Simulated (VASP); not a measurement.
# Si4Cl (Im-3m) in VASP: notebook

Runs on Si4Cl. Level: PBE. Tasks: single point, relaxation of cell and atoms.

All numbers are computed with VASP 6.6.1; they aren't measurements. Logs are shortened: lines on timing, memory, paths and dates and some standing lists are left out, and cuts for length are marked.

### 1 The cell of the first run

The structure is cubic, space group Im-3m (No. 229). The conventional cell has a = 5.827 Å, b = 5.827 Å, c = 5.827 Å, α = 90.00°, β = 90.00°, γ = 90.00°. Within 3.3 Å of Si (site symmetry -3m) lie 2 Cl at 2.52 Å and 6 Si at 2.91 Å. Cl (site symmetry m-3m) has 8 Si at 2.52 Å within 3.3 Å.

### 2 Single point, PBE

INCAR

```
PREC     = Accurate       # precision mode
ENCUT    = 520            # plane-wave cutoff, eV
EDIFF    = 1E-7           # SCF threshold, eV
ISMEAR   = 0              # smearing method
SIGMA    = 0.1            # smearing width, eV
LREAL    = False          # projectors in reciprocal space
LASPH    = True           # aspherical terms in the spheres
NELM     = 60             # most SCF steps
ALGO     = Normal         # electronic algorithm
ISIF     = 2              # what is computed and relaxed
LWAVE    = False          # write WAVECAR
LCHARG   = False          # write CHGCAR
GGA      = PE             # functional
NBANDS   = 20             # bands
```

KPOINTS

```
regular mesh
0
Gamma
  10 10 10
```

POSCAR

```
Si4Cl
1.0
   -2.9136155903      2.9136155903      2.9136155903
    2.9136155903     -2.9136155903      2.9136155903
    2.9136155903      2.9136155903     -2.9136155903
Si Cl
4 1
Direct
    0.0000000000      0.0000000000      0.5000000000
    0.5000000000      0.0000000000      0.0000000000
    0.0000000000      0.5000000000      0.0000000000
    0.5000000000      0.5000000000      0.5000000000
    0.0000000000      0.0000000000      0.0000000000
```

Potentials or basis: VASP PAW PBE potentials, release 64 (Si, Cl).

Started as:

```bash
$ cat potpaw_PBE.64/Si/POTCAR potpaw_PBE.64/Cl/POTCAR > POTCAR
$ mpirun -np 1 vasp_std > vasp.out
```

OUTCAR:

```text
PREC = Accurate
   ENCUT = 520
   EDIFF = 1E-7
   ISMEAR = 0
   LREAL = False
   LASPH = True
   NELM = 60
   ISIF = 2
   GGA = PE

 ion  position               nearest neighbor table
   1  0.000  0.000  0.500-   5 2.52   5 2.52   4 2.91   2 2.91   3 2.91   3 2.91   2 2.91   4 2.91

   2  0.500  0.000  0.000-   5 2.52   5 2.52   4 2.91   1 2.91   4 2.91   3 2.91   1 2.91   3 2.91

   3  0.000  0.500  0.000-   5 2.52   5 2.52   4 2.91   1 2.91   2 2.91   1 2.91   4 2.91   2 2.91

   4  0.500  0.500  0.500-   5 2.52   5 2.52   3 2.91   1 2.91   2 2.91   3 2.91   1 2.91   2 2.91

   5  0.000  0.000  0.000-   1 2.52   2 2.52   3 2.52   4 2.52   1 2.52   3 2.52   2 2.52   4 2.52

  LATTYP: Found a body centered cubic cell.
 ALAT       =     5.8272311806

  Lattice vectors:

 A1 = (  -2.9136155903,   2.9136155903,   2.9136155903)
 A2 = (   2.9136155903,  -2.9136155903,   2.9136155903)
 A3 = (   2.9136155903,   2.9136155903,  -2.9136155903)

Analysis of symmetry for initial positions (statically):
=====================================================================
 Subroutine PRICEL returns:
 Original cell was already a primitive cell.

 Routine SETGRP: Setting up the symmetry group for a
 body centered cubic supercell.

 Subroutine GETGRP returns: Found 48 space group operations
 (whereof 48 operations were pure point group operations)
 out of a pool of 48 trial point group operations.

The static configuration has the point symmetry O_h .

Analysis of symmetry for dynamics (positions and initial velocities):
=====================================================================
 Subroutine PRICEL returns:
 Original cell was already a primitive cell.

 Routine SETGRP: Setting up the symmetry group for a
 body centered cubic supercell.

 Subroutine GETGRP returns: Found 48 space group operations
 (whereof 48 operations were pure point group operations)
 out of a pool of 48 trial point group operations.

The dynamic configuration has the point symmetry O_h .

 Subroutine INISYM returns: Found 48 space group operations
 (whereof 48 operations are pure point group operations),
 and found     1 'primitive' translations

----------------------------------------------------------------------------------------

                                     Primitive cell

  volume of cell :      98.9365

  direct lattice vectors                    reciprocal lattice vectors
    -2.913615590  2.913615590  2.913615590     0.000000000  0.171608088  0.171608088
     2.913615590 -2.913615590  2.913615590     0.171608088  0.000000000  0.171608088
     2.913615590  2.913615590 -2.913615590     0.171608088  0.171608088  0.000000000

  length of vectors
     5.046530236  5.046530236  5.046530236     0.242690485  0.242690485  0.242690485

  position of ions in fractional coordinates (direct lattice)
     0.000000000  0.000000000  0.500000000
     0.500000000  0.000000000  0.000000000
     0.000000000  0.500000000  0.000000000
     0.500000000  0.500000000  0.500000000
     0.000000000  0.000000000  0.000000000

  ion indices of the primitive-cell ions
   primitive index   ion index
                 1           1
                 2           2
                 3           3
                 4           4
                 5           5

----------------------------------------------------------------------------------------

 KPOINTS: regular mesh

Automatic generation of k-mesh.
 Grid dimensions read from file:
 generate k-points for:   10   10   10

 Generating k-lattice:

  Cartesian coordinates                     Fractional coordinates (reciprocal lattice)
     0.000000000  0.017160809  0.017160809     0.100000000  0.000000000  0.000000000
     0.017160809  0.000000000  0.017160809     0.000000000  0.100000000  0.000000000
     0.017160809  0.017160809  0.000000000     0.000000000  0.000000000  0.100000000

  Length of vectors
     0.024269049  0.024269049  0.024269049

  Shift w.r.t. Gamma in fractional coordinates (k-lattice)
     0.000000000  0.000000000  0.000000000

 Subroutine IBZKPT returns following result:
 ===========================================

 Found     47 irreducible k-points:

 Following reciprocal coordinates:
            Coordinates               Weight
  0.000000  0.000000  0.000000      1.000000
  0.100000  0.000000  0.000000     12.000000
  0.200000  0.000000  0.000000     12.000000
  0.300000  0.000000  0.000000     12.000000
  0.400000  0.000000  0.000000     12.000000
  0.500000  0.000000  0.000000      6.000000
[... 16 lines left out ...]
  0.300000  0.300000  0.100000      8.000000
 -0.300000  0.300000  0.100000     24.000000
 [... further k-points ...]
   k-points           NKPTS =     47   k-points in BZ     NKDIM =     47   number of bands    NBANDS=     20
   number of dos      NEDOS =    301   number of ions     NIONS =      5
   total plane-waves  NPLWV =  64000
   dimension x,y,z NGX =    40 NGY =   40 NGZ =   40
   dimension x,y,z NGXF=    80 NGYF=   80 NGZF=   80
   ions per type =               4   1
   NGX,Y,Z   is equivalent  to a cutoff of  13.18, 13.18, 13.18 a.u.
   NGXF,Y,Z  is equivalent  to a cutoff of  26.35, 26.35, 26.35 a.u.
 SYSTEM =  unknown system
   PREC   = accura    normal or accurate (medium, high low for compatibility)
   ISTART =      0    job   : 0-new  1-cont  2-samecut
   ICHARG =      2    charge: 1-file 2-atom 10-const
   ISPIN  =      1    spin polarized calculation?
   LNONCOLLINEAR =      F non collinear calculations
   LSORBIT =      F    spin-orbit coupling
   LASPH  =      T    aspherical Exc in radial PAW
   ENCUT  =  520.0 eV  38.22 Ry    6.18 a.u.   9.38  9.38  9.38*2*pi/ulx,y,z
   NELM   =     60;   NELMIN=  2; NELMDL= -5     # of ELM steps
   EDIFF  = 0.1E-06   stopping-criterion for ELM
   LREAL  =      F    real-space projection
   EDIFFG = 0.1E-05   stopping-criterion for IOM
   NSW    =      0    number of steps for IOM
   IBRION =     -1    ionic relax: 0-MD 1-quasi-New 2-CG
   NFREE  =      0    steps in history (QN), initial steepest desc. (CG)
   ISIF   =      2    stress and relaxation
   ISYM   =      2    0-nonsym 1-usesym 2-fastsym
   POTIM  = 0.5000    time-step for ionic-motion
   TEBEG  =    0.0;   TEEND  =   0.0 temperature during run
   PSTRESS=    0.0 pullay stress
   NELECT =      23.0000    total number of electrons
   NUPDOWN=      -1.0000    fix difference up-down
   EMIN   =  10.00;   EMAX   =-10.00  energy-range for DOS
   EFERMI =   0.00;   METHOD = LEGACY
   ISMEAR =     0;   SIGMA  =   0.10  broadening in eV -4-tet -1-fermi 0-gaus
   EFERMI_NEDOS =   21; number of points for ismear=-14 and -15
   IALGO  =     38    algorithm
   IMIX   =      4    mixing-type and parameters
     AMIX     =   0.40;   BMIX     =  1.00
     AMIX_MAG =   1.60;   BMIX_MAG =  1.00
  volume/ion in A,a.u.               =      19.79       133.53
  Fermi-wavevector in a.u.,A,eV,Ry     =   1.006619  1.902234 13.786540  1.013282
  Thomas-Fermi vector in A             =   2.139373
   LORBIT       =      0    0 simple, 1 ext, 2 COOP (PROOUT), +10 PAW based schemes
   GGA     = PE    functional components
   LHFCALC =     F    Hartree Fock is set to
   AEXX    =    0.0000 exact exchange contribution
   IVDW    =     0    specifies the selected vdW correction
   LEPSILON=     F    determine dielectric tensor
   LRPA    =     F    only Hartree local field effects (RPA)
 non-spin polarized calculation
 Gauss-broadening in eV      SIGMA  =   0.10
  energy-cutoff  :      520.00
  volume of cell :       98.94
 maximum number of plane-waves:      2718
 NGX is ok and might be reduce to    40
   NGX = 19   NGY = 19   NGZ = 19

 number of electron      22.9999996 magnetization

 Free energy of the ion-electron system (eV)
  ---------------------------------------------------
  ext. energy  EPLUGINS =         0.00000000
  ---------------------------------------------------
  free energy    TOTEN  =       -17.93727080 eV

  energy without entropy =      -17.92281851  energy(sigma->0) =      -17.93004466

 E-fermi :   6.2199     XC(G=0):  -9.7831

 val. band max:        6.1770504021   @ k =   0.3000   0.1000   0.1000
 cond. band min:       6.2476910726   @ k =   0.3000   0.3000   0.0000
 fundamental gap:      0.0706406705
 Fermi energy:         6.2198706259

 k-point     1 :       0.0000    0.0000    0.0000
  band No.  band energies     occupation
      1     -12.7505      2.00000
      2      -2.9151      2.00000
      3      -2.1354      2.00000
      4      -2.1354      2.00000
      5      -2.1354      2.00000
      6       0.8483      2.00000
[... 12 lines left out ...]
     19      12.3838      0.00000
     20      12.3838      0.00000

 k-point     2 :       0.1000    0.0000    0.0000
  band No.  band energies     occupation
      1     -12.7404      2.00000
      2      -3.1889      2.00000
      3      -2.2460      2.00000
      4      -2.1313      2.00000
      5      -1.8824      2.00000
      6       0.7272      2.00000
[... 12 lines left out ...]
     19      12.1029      0.00000
     20      12.5426      0.00000

 k-point     3 :       0.2000    0.0000    0.0000
  band No.  band energies     occupation
      1     -12.7137      2.00000
      2      -3.6146      2.00000
      3      -2.4874      2.00000
      4      -2.1208      2.00000
      5      -1.5554      2.00000
      6       0.4651      2.00000
[... 12 lines left out ...]
     19      11.3171      0.00000
     20      12.8421      0.00000

 k-point     4 :       0.3000    0.0000    0.0000
  band No.  band energies     occupation
      1     -12.6801      2.00000
      2      -3.9727      2.00000
      3      -2.7262      2.00000
      4      -2.1082      2.00000
      5      -1.4000      2.00000
      6       0.2080      2.00000
[... 429 lines left out ...]
 k-point    23 :       0.3000    0.3000    0.1000
  band No.  band energies     occupation
      1     -12.6341      2.00000
      2      -3.7246      2.00000
      3      -3.7246      2.00000
      4      -2.7824      2.00000
      5      -0.4841      2.00000
      6       1.4717      2.00000
[... 12 lines left out ...]
     19       8.7633      0.00000
     20      11.2460      0.00000

 k-point    24 :      -0.3000    0.3000    0.1000
  band No.  band energies     occupation
      1     -12.6714      2.00000
      2      -3.9537      2.00000
      3      -2.8489      2.00000
      4      -2.5245      2.00000
      5      -0.8707      2.00000
      6       0.4637      2.00000
[... 12 lines left out ...]
     19      11.1602      0.00000
     20      11.7201      0.00000

 [... further k-points ...]
[... 5 lines left out ...]
  --------------------------------------------------------------------------------------
  -------------------------------------------------------------------------------------
  Total        0.0640910      0.0640910      0.0640910     -0.0000000      0.0000000      0.0000000
  in kB        1.0378891      1.0378891      1.0378891     -0.0000000      0.0000000      0.0000000
  external PRESSURE =       1.0378891 kB  Pullay stress =       0.0000000 kB

 VOLUME and BASIS-vectors are now :
 -----------------------------------------------------------------------------
  energy-cutoff  :      520.00
  volume of cell :       98.94
      direct lattice vectors                 reciprocal lattice vectors
    -2.913615590  2.913615590  2.913615590     0.000000000  0.171608088  0.171608088
     2.913615590 -2.913615590  2.913615590     0.171608088  0.000000000  0.171608088
     2.913615590  2.913615590 -2.913615590     0.171608088  0.171608088  0.000000000

 POSITION                                       TOTAL-FORCE (eV/Angst)
 -----------------------------------------------------------------------------------
      1.45681      1.45681     -1.45681         0.000000     -0.000000      0.000000
     -1.45681      1.45681      1.45681        -0.000000     -0.000000     -0.000000
      1.45681     -1.45681      1.45681        -0.000000      0.000000      0.000000
      1.45681      1.45681      1.45681        -0.000000      0.000000     -0.000000
      0.00000      0.00000      0.00000        -0.000000      0.000000      0.000000
 -----------------------------------------------------------------------------------
    total drift:                                0.000000     -0.000000      0.000000

  FREE ENERGIE OF THE ION-ELECTRON SYSTEM (eV)
  ---------------------------------------------------
  free  energy   TOTEN  =       -17.9372707957 eV

  energy  without entropy=      -17.9228185143  energy(sigma->0) =      -17.93004466
```

Run time: 47 s. Hardware: 1 thread of AMD EPYC 9R45 (Zen 5), shared host; peak memory 0.23 GiB.

What came out:

| Quantity | Value |
| --- | --- |
| Free energy | -17.9373 eV |
| Pressure | 0.1 GPa |

Caveat: an odd number of electrons without spin polarisation forces a metal; a magnetic or distorted state may lie lower.

### 3 Relaxation of cell and atoms, PBE

This run uses another cell than the first one, of 19.71 Å³/atom, 0.996 times its volume.

INCAR

```
SYSTEM = Si4Cl
PREC     = Accurate       ! precision mode
ENCUT    = 600            ! plane-wave cutoff, eV
EDIFF    = 1E-6           ! SCF threshold, eV
ISMEAR   = 0              ! smearing method
SIGMA    = 0.1            ! smearing width, eV
LREAL    = .FALSE.        ! projectors in reciprocal space
LASPH    = .TRUE.         ! aspherical terms in the spheres
NELM     = 80             ! most SCF steps
ALGO     = Normal         ! electronic algorithm
ISIF     = 3              ! what is computed and relaxed
LWAVE    = .FALSE.        ! write WAVECAR
LCHARG   = .FALSE.        ! write CHGCAR
GGA      = PE             ! functional
IBRION   = 2              ! ionic algorithm
NSW      = 100            ! ionic steps
EDIFFG   = -0.01          ! ionic threshold
```

KPOINTS

```
regular mesh
0
G
  10 10 10
  0 0 0
```

POSCAR: that of step 2 with these lines changed.

```diff
@@ -2,5 +2,5 @@
 1.0
-   -2.9136155903      2.9136155903      2.9136155903
-    2.9136155903     -2.9136155903      2.9136155903
-    2.9136155903      2.9136155903     -2.9136155903
+   -2.9099080566      2.9099080566      2.9099080566
+    2.9099080566     -2.9099080566      2.9099080566
+    2.9099080566      2.9099080566     -2.9099080566
 Si Cl
```

Potentials or basis: VASP PAW PBE potentials, release 64 (Si, Cl).

Started as:

```bash
$ cat potpaw_PBE.64/Si/POTCAR potpaw_PBE.64/Cl/POTCAR > POTCAR
$ mpirun -np 1 vasp_std > vasp.out
```

OUTCAR:

```text
SYSTEM = Si4Cl
   PREC = Accurate
   ENCUT = 600
   EDIFF = 1E-6
   ISMEAR = 0
   LREAL = .FALSE.
   LASPH = .TRUE.
   NELM = 80
   ISIF = 3
   GGA = PE
   IBRION = 2
   NSW = 100
   EDIFFG = -0.01

 ion  position               nearest neighbor table
   1  0.000  0.000  0.500-   5 2.52   5 2.52   4 2.91   2 2.91   3 2.91   3 2.91   2 2.91   4 2.91

   2  0.500  0.000  0.000-   5 2.52   5 2.52   4 2.91   1 2.91   4 2.91   3 2.91   1 2.91   3 2.91

[... 690 lines left out ...]
  --------------------------------------------------------------------------------------
  -------------------------------------------------------------------------------------
  Total        0.0310104      0.0310104      0.0310104      0.0000000      0.0000000      0.0000000
  in kB        0.5014619      0.5014619      0.5014619      0.0000000      0.0000000      0.0000000
  external PRESSURE =       0.5014619 kB  Pullay stress =       0.0000000 kB

 VOLUME and BASIS-vectors are now :
 -----------------------------------------------------------------------------
  energy-cutoff  :      600.00
  volume of cell :       99.08
      direct lattice vectors                 reciprocal lattice vectors
    -2.915011218  2.915011218  2.915011218     0.000000000  0.171525927  0.171525927
     2.915011218 -2.915011218  2.915011218     0.171525927  0.000000000  0.171525927
     2.915011218  2.915011218 -2.915011218     0.171525927  0.171525927  0.000000000

 POSITION                                       TOTAL-FORCE (eV/Angst)
 -----------------------------------------------------------------------------------
      1.45751      1.45751      4.37252        -0.000000      0.000000     -0.000000
      1.45751     -1.45751      4.37252        -0.000000      0.000000     -0.000000
      1.45751     -1.45751      1.45751        -0.000000     -0.000000     -0.000000
      1.45751      1.45751      1.45751        -0.000000      0.000000     -0.000000
      2.91501      2.91501      2.91501         0.000000     -0.000000      0.000000
 -----------------------------------------------------------------------------------
    total drift:                               -0.000000     -0.000000      0.000000

  FREE ENERGIE OF THE ION-ELECTRON SYSTEM (eV)
  ---------------------------------------------------
  free  energy   TOTEN  =       -17.9380593907 eV

  energy  without entropy=      -17.9235182818  energy(sigma->0) =      -17.93078884

 reached required accuracy - stopping structural energy minimisation
```

Wall time 57 s (1 thread of AMD EPYC 9R45 (Zen 5), shared host); peak memory 0.24 GiB.

Results:

| Property | Result |
| --- | --- |
| Free energy | -17.9381 eV |
| Relaxed volume | 19.82 Å³/atom |
| Relaxed cell | a = 5.049 Å, b = 5.049 Å, c = 5.049 Å, α = 109.47°, β = 109.47°, γ = 109.47° |
| Space group after relaxing (to 0.05 Å) | Im-3m (No. 229) |
| Energy gained by relaxing | 0.1 meV/atom |
| Ionic steps | 2 |
| Pressure after relaxing | 0.1 GPa |

Step by step:
```tsv
step	energy change (eV)	largest force (eV/Å)	pressure (GPa)	volume (Å³)
1	0.0000	0.0000	0.30	98.56
2	-0.0006	0.0000	0.05	99.08
```

Final structure:
```yaml
crystal:
  lattice:
    - [-2.91501, 2.91501, 2.91501]
    - [2.91501, -2.91501, 2.91501]
    - [2.91501, 2.91501, -2.91501]
  atoms:
    - { symbol: Si, position: [0.00000, 0.00000, 0.50000] }
    - { symbol: Si, position: [0.50000, 0.00000, 0.00000] }
    - { symbol: Si, position: [0.00000, 0.50000, 0.00000] }
    - { symbol: Si, position: [0.50000, 0.50000, 0.50000] }
    - { symbol: Cl, position: [0.00000, 0.00000, 0.00000] }
```

Levels at points of the mesh, in eV from the Fermi level:
```
           k point  band 9  band 10  band 11  band 12  band 13  band 14  band 15
(0.00, 0.00, 0.00)   -2.19    -2.19    -2.19     1.80     1.80     1.82     1.83
(0.50, 0.00, 0.00)   -2.19    -1.84    -0.63     0.15     0.40     0.60     1.73
(0.50, 0.50, 0.50)   -3.36    -1.60    -1.10    -1.10    -1.10    -0.98     5.23
```

Caveat: an odd number of electrons without spin polarisation forces a metal; a magnetic or distorted state may lie lower.
